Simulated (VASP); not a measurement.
# TlHg3S2 (P-3m1) in VASP: relaxation of cell and atoms with PBE

Aim: the relaxation of cell and atoms of TlHg3S2 with PBE.

Program: VASP 6.6.1. These are calculated values, not measurements. Logs are shortened: lines on timing, memory, paths and dates and some standing lists are left out, and cuts for length are marked.

## Step 1: The cell of the first run

Symmetry: P-3m1, No. 164, trigonal system. The conventional cell has a = 4.148 Å, b = 4.148 Å, c = 10.467 Å, α = 90.00°, β = 90.00°, γ = 120.00°. Tl (site symmetry -3m) has 6 S at 3.20 Å and 6 Hg at 4.08 Å and 6 Tl at 4.15 Å within 4.2 Å. Hg (site symmetry 3m) has 3 S at 2.67 Å and 3 Hg at 3.07 Å within 3.5 Å. Hg (site symmetry -3m) has 12 Hg at 3.07 to 4.15 Å and 6 S at 3.92 Å within 4.2 Å. Within 3.5 Å of S (site symmetry 3m) lie 3 Hg at 2.67 Å and 3 Tl at 3.20 Å.

## Step 2: Relaxation of cell and atoms, PBE

File INCAR:

```
SYSTEM = TlHg3S2
ALGO = Normal ; EDIFF = 1E-6
EDIFFG = -0.001 ; ENCUT = 600
GGA = PE ; IBRION = 2
ISIF = 3 ; ISMEAR = 0
LASPH = .True. ; LCHARG = .False.
LREAL = .False. ; LWAVE = .False.
NELM = 60 ; NSW = 80
PREC = Accurate ; SIGMA = 0.1
```

File KPOINTS:

```
k-points
0
Gamma
  12 12 4
  0 0 0
```

File POSCAR:

```
TlHg3S2
1.0
    4.1477779011      0.0000000000      0.0000000000
   -2.0738889506      3.5920810316      0.0000000000
    0.0000000000      0.0000000000     10.4667128859
Tl Hg S
1 3 2
Direct
    0.0000000000      0.0000000000      0.0000000000
    0.3333333333      0.6666666667      0.6839603168
    0.6666666667      0.3333333333      0.3160396832
    0.0000000000      0.0000000000      0.5000000000
    0.6666666667      0.3333333333      0.7970018005
    0.3333333333      0.6666666667      0.2029981995
```

Potentials or basis: VASP PAW PBE potentials, release 64 (Tl_d, Hg, S).

Launch:

```bash
$ cat potpaw_PBE.64/Tl_d/POTCAR potpaw_PBE.64/Hg/POTCAR potpaw_PBE.64/S/POTCAR > POTCAR
$ mpirun -np 1 vasp_std > vasp.out
```

OUTCAR:

```text
SYSTEM = TlHg3S2
   EDIFF = 1E-6
   EDIFFG = -0.001
   ENCUT = 600
   GGA = PE
   IBRION = 2
   ISIF = 3
   ISMEAR = 0
   LASPH = .True.
   LREAL = .False.
   NELM = 60
   NSW = 80
   PREC = Accurate

 ion  position               nearest neighbor table
   1  0.000  0.000  0.000-   5 3.20   6 3.20   5 3.20   6 3.20   5 3.20   6 3.20
   2  0.333  0.667  0.684-   5 2.67   5 2.67   5 2.67   4 3.07   4 3.07   4 3.07
   3  0.667  0.333  0.316-   6 2.67   6 2.67   6 2.67   4 3.07   4 3.07   4 3.07
   4  0.000  0.000  0.500-   2 3.07   3 3.07   3 3.07   2 3.07   3 3.07   2 3.07
   5  0.667  0.333  0.797-   2 2.67   2 2.67   2 2.67   1 3.20   1 3.20   1 3.20
   6  0.333  0.667  0.203-   3 2.67   3 2.67   3 2.67   1 3.20   1 3.20   1 3.20

  LATTYP: Found a hexagonal cell.
 ALAT       =     4.1477779011
 C/A-ratio  =     2.5234506609

  Lattice vectors:

 A1 = (   4.1477779011,   0.0000000000,   0.0000000000)
 A2 = (  -2.0738889506,   3.5920810316,   0.0000000000)
 A3 = (   0.0000000000,   0.0000000000,  10.4667128859)

Analysis of symmetry for initial positions (statically):
=====================================================================
 Subroutine PRICEL returns:
 Original cell was already a primitive cell.

 Routine SETGRP: Setting up the symmetry group for a
 hexagonal supercell.

 Subroutine GETGRP returns: Found 12 space group operations
 (whereof 12 operations were pure point group operations)
 out of a pool of 24 trial point group operations.

The static configuration has the point symmetry D_3d.

Analysis of symmetry for dynamics (positions and initial velocities):
=====================================================================
 Subroutine PRICEL returns:
 Original cell was already a primitive cell.

 Routine SETGRP: Setting up the symmetry group for a
 hexagonal supercell.

 Subroutine GETGRP returns: Found 12 space group operations
 (whereof 12 operations were pure point group operations)
 out of a pool of 24 trial point group operations.

The dynamic configuration has the point symmetry D_3d.

 Subroutine INISYM returns: Found 12 space group operations
 (whereof 12 operations are pure point group operations),
 and found     1 'primitive' translations

----------------------------------------------------------------------------------------

                                     Primitive cell

  volume of cell :     155.9452

  direct lattice vectors                    reciprocal lattice vectors
     4.147777901  0.000000000  0.000000000     0.241092948  0.139195078  0.000000000
    -2.073888951  3.592081032  0.000000000     0.000000000  0.278390156  0.000000000
     0.000000000  0.000000000 10.466712886     0.000000000  0.000000000  0.095540979

  length of vectors
     4.147777901  4.147777901 10.466712886     0.278390156  0.278390156  0.095540979

  position of ions in fractional coordinates (direct lattice)
     0.000000000  0.000000000  0.000000000
     0.333333333  0.666666667  0.683960317
     0.666666667  0.333333333  0.316039683
     0.000000000  0.000000000  0.500000000
     0.666666667  0.333333333  0.797001800
     0.333333333  0.666666667  0.202998200

  ion indices of the primitive-cell ions
   primitive index   ion index
                 1           1
                 2           2
                 3           3
                 4           4
                 5           5
                 6           6

----------------------------------------------------------------------------------------

 KPOINTS: k-points

Automatic generation of k-mesh.
 Grid dimensions read from file:
 generate k-points for:   12   12    4

 Generating k-lattice:

  Cartesian coordinates                     Fractional coordinates (reciprocal lattice)
     0.020091079  0.011599590  0.000000000     0.083333333 -0.000000000  0.000000000
     0.000000000  0.023199180  0.000000000     0.000000000  0.083333333  0.000000000
     0.000000000  0.000000000  0.023885245     0.000000000  0.000000000  0.250000000

  Length of vectors
     0.023199180  0.023199180  0.023885245

  Shift w.r.t. Gamma in fractional coordinates (k-lattice)
     0.000000000  0.000000000  0.000000000

 Subroutine IBZKPT returns following result:
 ===========================================

 Found     69 irreducible k-points:

 Following reciprocal coordinates:
            Coordinates               Weight
  0.000000  0.000000  0.000000      1.000000
  0.083333  0.000000  0.000000      6.000000
  0.166667  0.000000  0.000000      6.000000
  0.250000 -0.000000  0.000000      6.000000
  0.333333  0.000000  0.000000      6.000000
  0.416667 -0.000000  0.000000      6.000000
[... 16 lines left out ...]
  0.166667  0.000000  0.250000      6.000000
  0.000000  0.166667  0.250000      6.000000
 [... further k-points ...]
   k-points           NKPTS =     69   k-points in BZ     NKDIM =     69   number of bands    NBANDS=     36
   number of dos      NEDOS =    301   number of ions     NIONS =      6
   total plane-waves  NPLWV = 108864
   dimension x,y,z NGX =    36 NGY =   36 NGZ =   84
   dimension x,y,z NGXF=    72 NGYF=   72 NGZF=  168
   ions per type =               1   3   2
   NGX,Y,Z   is equivalent  to a cutoff of  14.43, 14.43, 13.34 a.u.
   NGXF,Y,Z  is equivalent  to a cutoff of  28.86, 28.86, 26.68 a.u.
 SYSTEM =  TlHg3S2
   PREC   = accura    normal or accurate (medium, high low for compatibility)
   ISTART =      0    job   : 0-new  1-cont  2-samecut
   ICHARG =      2    charge: 1-file 2-atom 10-const
   ISPIN  =      1    spin polarized calculation?
   LNONCOLLINEAR =      F non collinear calculations
   LSORBIT =      F    spin-orbit coupling
   LASPH  =      T    aspherical Exc in radial PAW
   ENCUT  =  600.0 eV  44.10 Ry    6.64 a.u.   8.28  8.28 20.90*2*pi/ulx,y,z
   NELM   =     60;   NELMIN=  2; NELMDL= -5     # of ELM steps
   EDIFF  = 0.1E-05   stopping-criterion for ELM
   LREAL  =      F    real-space projection
   EDIFFG = -.1E-02   stopping-criterion for IOM
   NSW    =     80    number of steps for IOM
   IBRION =      2    ionic relax: 0-MD 1-quasi-New 2-CG
   NFREE  =      1    steps in history (QN), initial steepest desc. (CG)
   ISIF   =      3    stress and relaxation
   ISYM   =      2    0-nonsym 1-usesym 2-fastsym
   POTIM  = 0.5000    time-step for ionic-motion
   TEBEG  =    0.0;   TEEND  =   0.0 temperature during run
   PSTRESS=    0.0 pullay stress
   NELECT =      61.0000    total number of electrons
   NUPDOWN=      -1.0000    fix difference up-down
   EMIN   =  10.00;   EMAX   =-10.00  energy-range for DOS
   EFERMI =   0.00;   METHOD = LEGACY
   ISMEAR =     0;   SIGMA  =   0.10  broadening in eV -4-tet -1-fermi 0-gaus
   EFERMI_NEDOS =   21; number of points for ismear=-14 and -15
   IALGO  =     38    algorithm
   IMIX   =      4    mixing-type and parameters
     AMIX     =   0.40;   BMIX     =  1.00
     AMIX_MAG =   1.60;   BMIX_MAG =  1.00
  volume/ion in A,a.u.               =      25.99       175.39
  Fermi-wavevector in a.u.,A,eV,Ry     =   1.197276  2.262523 19.503528  1.433469
  Thomas-Fermi vector in A             =   2.333195
   LORBIT       =      0    0 simple, 1 ext, 2 COOP (PROOUT), +10 PAW based schemes
   GGA     = PE    functional components
   LHFCALC =     F    Hartree Fock is set to
   AEXX    =    0.0000 exact exchange contribution
   IVDW    =     0    specifies the selected vdW correction
   LEPSILON=     F    determine dielectric tensor
   LRPA    =     F    only Hartree local field effects (RPA)
 conjugate gradient relaxation of ions
 non-spin polarized calculation
 Gauss-broadening in eV      SIGMA  =   0.10
  energy-cutoff  :      600.00
  volume of cell :      155.95
 maximum number of plane-waves:      5255
 NGX is ok and might be reduce to    36
   NGX = 17   NGY = 17   NGZ = 41

--------------------------------------- Ionic step        1  -------------------------------------------

 number of electron      61.0000006 magnetization

 Free energy of the ion-electron system (eV)
  ---------------------------------------------------
  ext. energy  EPLUGINS =         0.00000000
  ---------------------------------------------------
  free energy    TOTEN  =       -11.34065375 eV

  energy without entropy =      -11.33277057  energy(sigma->0) =      -11.33671216

------------------------ aborting loop because EDIFF is reached ----------------------------------------

  FORCE on cell =-STRESS in cart. coord.  units (eV):
  Direction    XX          YY          ZZ          XY          YZ          ZX
  --------------------------------------------------------------------------------------
  -------------------------------------------------------------------------------------
  Total        0.2356268      0.2356268      0.1563792     -0.0000000     -0.0000000     -0.0000000
  in kB        2.4208247      2.4208247      1.6066367     -0.0000000     -0.0000000     -0.0000000
  external PRESSURE =       2.1494287 kB  Pullay stress =       0.0000000 kB
[... 101 lines left out ...]
  FREE ENERGIE OF THE ION-ELECTRON SYSTEM (eV)
  ---------------------------------------------------
  free  energy   TOTEN  =       -11.3412672796 eV

  energy  without entropy=      -11.3333056100  energy(sigma->0) =      -11.33728644

[... ionic steps 4 to 8 ...]

--------------------------------------- Ionic step        9  -------------------------------------------

 number of electron      61.0000007 magnetization

------------------------ aborting loop because EDIFF is reached ----------------------------------------

  FORCE on cell =-STRESS in cart. coord.  units (eV):
  Direction    XX          YY          ZZ          XY          YZ          ZX
  --------------------------------------------------------------------------------------
  -------------------------------------------------------------------------------------
  Total        0.0225844      0.0225844      0.0273685     -0.0000000      0.0000000      0.0000000
  in kB        0.2310025      0.2310025      0.2799366     -0.0000000      0.0000000      0.0000000
  external PRESSURE =       0.2473139 kB  Pullay stress =       0.0000000 kB
[... 65 lines left out ...]
  energy  without entropy=      -11.3334447517  energy(sigma->0) =      -11.33748242

--------------------------------------- Ionic step       11  -------------------------------------------

 number of electron      61.0000007 magnetization

 Free energy of the ion-electron system (eV)
  ---------------------------------------------------
  ext. energy  EPLUGINS =         0.00000000
  ---------------------------------------------------
  free energy    TOTEN  =       -11.34154556 eV

  energy without entropy =      -11.33349752  energy(sigma->0) =      -11.33752154

 E-fermi :   3.0761     XC(G=0):  -9.6920

 val. band max:        3.0609821150   @ k =   0.0833   0.0833   0.0000
 cond. band min:       3.1317957604   @ k =   0.1667   0.0000   0.0000
 fundamental gap:      0.0708136454
 Fermi energy:         3.0761266434

 k-point     1 :       0.0000    0.0000    0.0000
  band No.  band energies     occupation
      1      -9.8767      2.00000
      2      -9.7102      2.00000
      3      -7.9641      2.00000
      4      -7.9641      2.00000
      5      -7.9220      2.00000
      6      -7.8745      2.00000
[... 925 lines left out ...]
     35       7.5947      0.00000
     36       7.6096      0.00000

 [... further k-points ...]
[... 5 lines left out ...]
  --------------------------------------------------------------------------------------
  -------------------------------------------------------------------------------------
  Total        0.0012982      0.0012982     -0.0059301     -0.0000000     -0.0000000     -0.0000000
  in kB        0.0132724      0.0132724     -0.0606294     -0.0000000     -0.0000000     -0.0000000
  external PRESSURE =      -0.0113615 kB  Pullay stress =       0.0000000 kB
[... 21 lines left out ...]
  FREE ENERGIE OF THE ION-ELECTRON SYSTEM (eV)
  ---------------------------------------------------
  free  energy   TOTEN  =       -11.3415455580 eV

  energy  without entropy=      -11.3334975187  energy(sigma->0) =      -11.33752154

 reached required accuracy - stopping structural energy minimisation
```

Run time: 20 min. Hardware: 1 thread of Intel Xeon 6975P-C (Granite Rapids), shared host; peak memory 0.62 GiB.

Results:

| Property | Result |
| --- | --- |
| Free energy | -11.3415 eV |
| Relaxed volume | 26.12 Å³/atom |
| Relaxed cell | a = 4.157 Å, b = 4.157 Å, c = 10.469 Å, α = 90.00°, β = 90.00°, γ = 120.00° |
| Space group after relaxing (to 0.1 Å) | P-3m1 (No. 164) |
| Energy gained by relaxing | 0.1 meV/atom |
| Ionic steps | 11 |
| Pressure after relaxing | 0.0 GPa |
| Band gap on the k mesh | zero (an odd number of electrons rules out a gap without spin polarisation) |

Step by step:
```csv
step,energy change (eV),largest force (eV/Å),pressure (GPa),volume (Å³)
1,0.0000,0.0288,0.21,155.95
2,-0.0006,0.0190,-0.01,156.73
3,-0.0006,0.0191,0.01,156.74
4,-0.0007,0.0169,0.00,156.75
5,-0.0008,0.0101,-0.01,156.78
6,-0.0008,0.0122,-0.01,156.84
7,-0.0008,0.0120,-0.01,156.83
8,-0.0009,0.0091,0.00,156.76
9,-0.0009,0.0031,0.02,156.64
10,-0.0009,0.0074,-0.05,156.84
11,-0.0009,0.0005,0.00,156.71
```

Final structure:
```
CELL_PARAMETERS angstrom
4.15743 0.00000 0.00000
-2.07872 3.60044 0.00000
0.00000 0.00000 10.46906
ATOMIC_POSITIONS crystal
Tl 0.00000 0.00000 0.00000
Hg 0.33333 0.66667 0.68498
Hg 0.66667 0.33333 0.31502
Hg 0.00000 0.00000 0.50000
S 0.66667 0.33333 0.79797
S 0.33333 0.66667 0.20203
```

Levels at points of the mesh, in eV from the Fermi level:
```tsv
k point	band 29	band 30	band 31	band 32	band 33	band 34
(0.00, 0.00, 0.00)	-1.07	-0.89	-0.61	2.09	2.82	4.47
(0.50, 0.00, 0.00)	-1.74	-1.49	-1.24	1.14	1.71	2.60
(0.00, 0.00, 0.50)	-1.12	-1.12	0.76	0.91	3.86	4.65
(0.50, 0.00, 0.50)	-2.01	-1.97	-0.32	0.51	2.18	2.64
```

Caveat: spin-orbit coupling is left out, which moves the levels of the heavy elements.

The gap in the log of VASP goes by the Fermi energy; the results here count the filled bands.